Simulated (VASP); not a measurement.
# BN (P4_2/mnm) in VASP: notebook

BN is run at these levels: PBE; tasks: single point, relaxation of cell and atoms.

All numbers are computed with VASP 6.6.1; they aren't measurements. Logs are shortened: lines on timing, memory, paths and dates and some standing lists are left out, and cuts for length are marked.

## 1. The cell of the first run

Symmetry: P4_2/mnm, No. 136, tetragonal system. Conventional cell: a = 4.424 Å, b = 4.424 Å, c = 2.550 Å, α = 90.00°, β = 90.00°, γ = 90.00°. B (site symmetry m2m) has 4 N at 1.54 to 1.60 Å within 2.1 Å. Within 2.1 Å of N (site symmetry m2m) lie 4 B at 1.54 to 1.60 Å.

## 2. Single point, PBE

The input, INCAR:

```
PREC = Accurate ; ENCUT = 600
EDIFF = 1E-6 ; ISMEAR = 0
SIGMA = 0.1 ; LREAL = F
LASPH = T ; NELM = 120
ALGO = Normal ; ISIF = 2
LWAVE = F ; LCHARG = F
GGA = PE ; NBANDS = 26
GGA_COMPAT = F
```

The input, KPOINTS:

```
regular mesh
0
Gamma
  4 4 8
```

The input, POSCAR:

```
BN
1.0
    4.4242230000      0.0000000000      0.0000000000
    0.0000000000      4.4242230000      0.0000000000
    0.0000000000      0.0000000000      2.5503560000
B N
4 4
Direct
    0.1742830000      0.8257170000      0.5000000000
    0.3257170000      0.3257170000      0.0000000000
    0.6742830000      0.6742830000      0.0000000000
    0.8257170000      0.1742830000      0.5000000000
    0.8126010000      0.8126010000      0.5000000000
    0.3126010000      0.6873990000      0.0000000000
    0.6873990000      0.3126010000      0.0000000000
    0.1873990000      0.1873990000      0.5000000000
```

Potentials or basis: VASP PAW PBE potentials, release 64 (B, N).

Launch:

```sh
cat potpaw_PBE.64/B/POTCAR potpaw_PBE.64/N/POTCAR > POTCAR
mpirun -np 1 vasp_std > vasp.out
```

OUTCAR:

```text
PREC = Accurate
   ENCUT = 600
   EDIFF = 1E-6
   ISMEAR = 0
   LREAL = F
   LASPH = T
   NELM = 120
   ISIF = 2
   GGA = PE

 ion  position               nearest neighbor table
   1  0.174  0.826  0.500-   6 1.54   6 1.54   8 1.60   5 1.60
   2  0.326  0.326  0.000-   8 1.54   8 1.54   6 1.60   7 1.60
   3  0.674  0.674  0.000-   5 1.54   5 1.54   7 1.60   6 1.60
   4  0.826  0.174  0.500-   7 1.54   7 1.54   8 1.60   5 1.60
   5  0.813  0.813  0.500-   3 1.54   3 1.54   4 1.60   1 1.60
   6  0.313  0.687  0.000-   1 1.54   1 1.54   3 1.60   2 1.60
   7  0.687  0.313  0.000-   4 1.54   4 1.54   2 1.60   3 1.60
   8  0.187  0.187  0.500-   2 1.54   2 1.54   4 1.60   1 1.60

  LATTYP: Found a simple tetragonal cell.
 ALAT       =     4.4242230000
 C/A-ratio  =     0.5764528596

  Lattice vectors:

 A1 = (   4.4242230000,   0.0000000000,   0.0000000000)
 A2 = (   0.0000000000,   4.4242230000,   0.0000000000)
 A3 = (   0.0000000000,   0.0000000000,   2.5503560000)

Analysis of symmetry for initial positions (statically):
=====================================================================
 Subroutine PRICEL returns:
 Original cell was already a primitive cell.

 Routine SETGRP: Setting up the symmetry group for a
 simple tetragonal supercell.

 Subroutine GETGRP returns: Found 16 space group operations
 (whereof  8 operations were pure point group operations)
 out of a pool of 16 trial point group operations.

The static configuration has the point symmetry D_2h.
 The point group associated with its full space group is D_4h.

Analysis of symmetry for dynamics (positions and initial velocities):
=====================================================================
 Subroutine PRICEL returns:
 Original cell was already a primitive cell.

 Routine SETGRP: Setting up the symmetry group for a
 simple tetragonal supercell.

 Subroutine GETGRP returns: Found 16 space group operations
 (whereof  8 operations were pure point group operations)
 out of a pool of 16 trial point group operations.

The dynamic configuration has the point symmetry D_2h.
 The point group associated with its full space group is D_4h.

 Subroutine INISYM returns: Found 16 space group operations
 (whereof  8 operations are pure point group operations),
 and found     1 'primitive' translations

----------------------------------------------------------------------------------------

                                     Primitive cell

  volume of cell :      49.9200

  direct lattice vectors                    reciprocal lattice vectors
     4.424223000  0.000000000  0.000000000     0.226028390  0.000000000  0.000000000
     0.000000000  4.424223000  0.000000000     0.000000000  0.226028390  0.000000000
     0.000000000  0.000000000  2.550356000     0.000000000  0.000000000  0.392102122

  length of vectors
     4.424223000  4.424223000  2.550356000     0.226028390  0.226028390  0.392102122

  position of ions in fractional coordinates (direct lattice)
     0.174283000  0.825717000  0.500000000
     0.325717000  0.325717000  0.000000000
     0.674283000  0.674283000  0.000000000
     0.825717000  0.174283000  0.500000000
     0.812601000  0.812601000  0.500000000
     0.312601000  0.687399000  0.000000000
     0.687399000  0.312601000  0.000000000
     0.187399000  0.187399000  0.500000000

  ion indices of the primitive-cell ions
   primitive index   ion index
                 1           1
                 2           2
                 3           3
                 4           4
                 5           5
                 6           6
                 7           7
                 8           8

----------------------------------------------------------------------------------------

 KPOINTS: regular mesh

Automatic generation of k-mesh.
 Grid dimensions read from file:
 generate k-points for:    4    4    8

 Generating k-lattice:

  Cartesian coordinates                     Fractional coordinates (reciprocal lattice)
     0.056507097  0.000000000  0.000000000     0.250000000  0.000000000  0.000000000
     0.000000000  0.056507097  0.000000000     0.000000000  0.250000000  0.000000000
     0.000000000  0.000000000  0.049012765     0.000000000  0.000000000  0.125000000

  Length of vectors
     0.056507097  0.056507097  0.049012765

  Shift w.r.t. Gamma in fractional coordinates (k-lattice)
     0.000000000  0.000000000  0.000000000

 Subroutine IBZKPT returns following result:
 ===========================================

 Found     30 irreducible k-points:

 Following reciprocal coordinates:
            Coordinates               Weight
  0.000000  0.000000  0.000000      1.000000
  0.250000  0.000000  0.000000      4.000000
  0.500000  0.000000  0.000000      2.000000
  0.250000  0.250000  0.000000      4.000000
  0.500000  0.250000  0.000000      4.000000
  0.500000  0.500000  0.000000      1.000000
[... 16 lines left out ...]
  0.500000  0.250000  0.375000      8.000000
  0.500000  0.500000  0.375000      2.000000
 [... further k-points ...]
   k-points           NKPTS =     30   k-points in BZ     NKDIM =     30   number of bands    NBANDS=     26
   number of dos      NEDOS =    301   number of ions     NIONS =      8
   total plane-waves  NPLWV =  25920
   dimension x,y,z NGX =    36 NGY =   36 NGZ =   20
   dimension x,y,z NGXF=    72 NGYF=   72 NGZF=   40
   ions per type =               4   4
   NGX,Y,Z   is equivalent  to a cutoff of  13.53, 13.53, 13.04 a.u.
   NGXF,Y,Z  is equivalent  to a cutoff of  27.05, 27.05, 26.07 a.u.
 SYSTEM =  unknown system
   PREC   = accura    normal or accurate (medium, high low for compatibility)
   ISTART =      0    job   : 0-new  1-cont  2-samecut
   ICHARG =      2    charge: 1-file 2-atom 10-const
   ISPIN  =      1    spin polarized calculation?
   LNONCOLLINEAR =      F non collinear calculations
   LSORBIT =      F    spin-orbit coupling
   LASPH  =      T    aspherical Exc in radial PAW
   ENCUT  =  600.0 eV  44.10 Ry    6.64 a.u.   8.84  8.84  5.09*2*pi/ulx,y,z
   NELM   =    120;   NELMIN=  2; NELMDL= -5     # of ELM steps
   EDIFF  = 0.1E-05   stopping-criterion for ELM
   LREAL  =      F    real-space projection
   EDIFFG = 0.1E-04   stopping-criterion for IOM
   NSW    =      0    number of steps for IOM
   IBRION =     -1    ionic relax: 0-MD 1-quasi-New 2-CG
   NFREE  =      0    steps in history (QN), initial steepest desc. (CG)
   ISIF   =      2    stress and relaxation
   ISYM   =      2    0-nonsym 1-usesym 2-fastsym
   POTIM  = 0.5000    time-step for ionic-motion
   TEBEG  =    0.0;   TEEND  =   0.0 temperature during run
   PSTRESS=    0.0 pullay stress
   NELECT =      32.0000    total number of electrons
   NUPDOWN=      -1.0000    fix difference up-down
   EMIN   =  10.00;   EMAX   =-10.00  energy-range for DOS
   EFERMI =   0.00;   METHOD = LEGACY
   ISMEAR =     0;   SIGMA  =   0.10  broadening in eV -4-tet -1-fermi 0-gaus
   EFERMI_NEDOS =   21; number of points for ismear=-14 and -15
   IALGO  =     38    algorithm
   IMIX   =      4    mixing-type and parameters
     AMIX     =   0.40;   BMIX     =  1.00
     AMIX_MAG =   1.60;   BMIX_MAG =  1.00
  volume/ion in A,a.u.               =       6.24        42.11
  Fermi-wavevector in a.u.,A,eV,Ry     =   1.411562  2.667465 27.109698  1.992507
  Thomas-Fermi vector in A             =   2.533400
   LORBIT       =      0    0 simple, 1 ext, 2 COOP (PROOUT), +10 PAW based schemes
   GGA     = PE    functional components
   LHFCALC =     F    Hartree Fock is set to
   AEXX    =    0.0000 exact exchange contribution
   IVDW    =     0    specifies the selected vdW correction
   LEPSILON=     F    determine dielectric tensor
   LRPA    =     F    only Hartree local field effects (RPA)
 non-spin polarized calculation
 Gauss-broadening in eV      SIGMA  =   0.10
  energy-cutoff  :      600.00
  volume of cell :       49.92
 maximum number of plane-waves:      1684
 NGX is ok and might be reduce to    36
   NGX = 17   NGY = 17   NGZ = 11

 number of electron      32.0000005 magnetization

 Free energy of the ion-electron system (eV)
  ---------------------------------------------------
  ext. energy  EPLUGINS =         0.00000000
  ---------------------------------------------------
  free energy    TOTEN  =       -69.00271307 eV

  energy without entropy =      -69.00271307  energy(sigma->0) =      -69.00271307

 E-fermi :   7.2951     XC(G=0): -12.4442

 val. band max:        6.8048632235   @ k =   0.0000   0.0000   0.0000
 cond. band min:      11.7074735577   @ k =   0.0000   0.0000   0.2500
 fundamental gap:      4.9026103342
 Fermi energy:         7.2951025098

 k-point     1 :       0.0000    0.0000    0.0000
  band No.  band energies     occupation
      1     -13.1930      2.00000
      2      -9.2155      2.00000
      3      -9.2155      2.00000
      4      -8.9370      2.00000
      5      -3.0029      2.00000
      6      -2.2885      2.00000
[... 18 lines left out ...]
     25      17.0536      0.00000
     26      19.6101      0.00000

 k-point     2 :       0.2500    0.0000    0.0000
  band No.  band energies     occupation
      1     -12.8722      2.00000
      2     -10.5469      2.00000
      3      -9.0152      2.00000
      4      -8.3261      2.00000
      5      -3.2717      2.00000
      6      -1.6067      2.00000
[... 18 lines left out ...]
     25      18.2210      0.00000
     26      18.7391      0.00000

 k-point     3 :       0.5000    0.0000    0.0000
  band No.  band energies     occupation
      1     -11.9433      2.00000
      2     -11.9433      2.00000
      3      -8.5458      2.00000
      4      -8.5458      2.00000
      5      -2.8938      2.00000
      6      -2.8938      2.00000
[... 572 lines left out ...]
 k-point    23 :       0.5000    0.2500    0.3750
  band No.  band energies     occupation
      1      -9.9212      2.00000
      2      -9.9212      2.00000
      3      -8.0650      2.00000
      4      -8.0650      2.00000
      5      -2.5759      2.00000
      6      -2.5759      2.00000
[... 18 lines left out ...]
     25      19.6581      0.00000
     26      19.6581      0.00000

 k-point    24 :       0.5000    0.5000    0.3750
  band No.  band energies     occupation
      1      -9.6862      2.00000
      2      -9.6862      2.00000
      3      -8.3803      2.00000
      4      -8.3803      2.00000
      5      -2.6611      2.00000
      6      -2.6611      2.00000
[... 18 lines left out ...]
     25      20.6353      0.00000
     26      20.6354      0.00000

 [... further k-points ...]
[... 5 lines left out ...]
  --------------------------------------------------------------------------------------
  -------------------------------------------------------------------------------------
  Total       -0.0899448     -0.0899448     -0.1037807      0.0000000      0.0000000      0.0000000
  in kB       -2.8867676     -2.8867676     -3.3308290      0.0000000      0.0000000      0.0000000
  external PRESSURE =      -3.0347880 kB  Pullay stress =       0.0000000 kB

 VOLUME and BASIS-vectors are now :
 -----------------------------------------------------------------------------
  energy-cutoff  :      600.00
  volume of cell :       49.92
      direct lattice vectors                 reciprocal lattice vectors
     4.424223000  0.000000000  0.000000000     0.226028390  0.000000000  0.000000000
     0.000000000  4.424223000  0.000000000     0.000000000  0.226028390  0.000000000
     0.000000000  0.000000000  2.550356000     0.000000000  0.000000000  0.392102122

 POSITION                                       TOTAL-FORCE (eV/Angst)
 -----------------------------------------------------------------------------------
      0.77107      3.65316      1.27518        -0.002957      0.002957     -0.000000
      1.44104      1.44104      0.00000         0.002957      0.002957     -0.000000
      2.98318      2.98318      0.00000        -0.002957     -0.002957     -0.000000
      3.65316      0.77107      1.27518         0.002957     -0.002957     -0.000000
      3.59513      3.59513      1.27518         0.000846      0.000846     -0.000000
      1.38302      3.04121      0.00000         0.000846     -0.000846      0.000000
      3.04121      1.38302      0.00000        -0.000846      0.000846     -0.000000
      0.82909      0.82909      1.27518        -0.000846     -0.000846      0.000000
 -----------------------------------------------------------------------------------
    total drift:                               -0.000000     -0.000000     -0.000000

  FREE ENERGIE OF THE ION-ELECTRON SYSTEM (eV)
  ---------------------------------------------------
  free  energy   TOTEN  =       -69.0027130716 eV

  energy  without entropy=      -69.0027130716  energy(sigma->0) =      -69.00271307
```

Run time: 26 s. Hardware: 1 thread of Intel Xeon Platinum 8488C (Sapphire Rapids), shared host; peak memory 0.18 GiB.

Results:

```yaml
Free_energy: -69.0027 eV
Pressure: -0.3 GPa
Largest_force: 0.004 eV/Å
Band_gap_on_the_k_mesh: 4.90 eV, indirect (least direct gap 5.97 eV)
```

Forces on the atoms (eV/Å):
```
B   -0.003  0.003  0.000
B    0.003  0.003  0.000
B   -0.003 -0.003  0.000
B    0.003 -0.003  0.000
N    0.001  0.001  0.000
N    0.001 -0.001  0.000
N   -0.001  0.001  0.000
N   -0.001 -0.001  0.000
```

Levels at points of the mesh, in eV from the valence-band top:
```tsv
k point	band 13	band 14	band 15	band 16	band 17	band 18	band 19	band 20
(0.00, 0.00, 0.00)	-0.42	-0.22	0.00	0.00	7.10	7.54	8.43	8.43
(0.50, 0.00, 0.00)	-1.42	-1.42	-1.26	-1.26	7.97	7.97	8.45	8.45
(0.50, 0.50, 0.00)	-2.63	-2.63	-2.45	-2.45	7.50	7.50	8.33	8.33
(0.00, 0.00, 0.50)	-4.16	-4.16	-3.36	-3.36	6.53	6.53	10.21	10.21
(0.50, 0.00, 0.50)	-3.56	-3.56	-2.19	-2.19	6.84	6.84	8.85	8.85
(0.50, 0.50, 0.50)	-2.96	-2.96	-2.47	-2.47	6.25	6.25	7.01	7.01
```

A k mesh can miss the band edges. A hybrid or GW would open this gap; PBE tends to underestimate it.

[end of part 1 of 2]
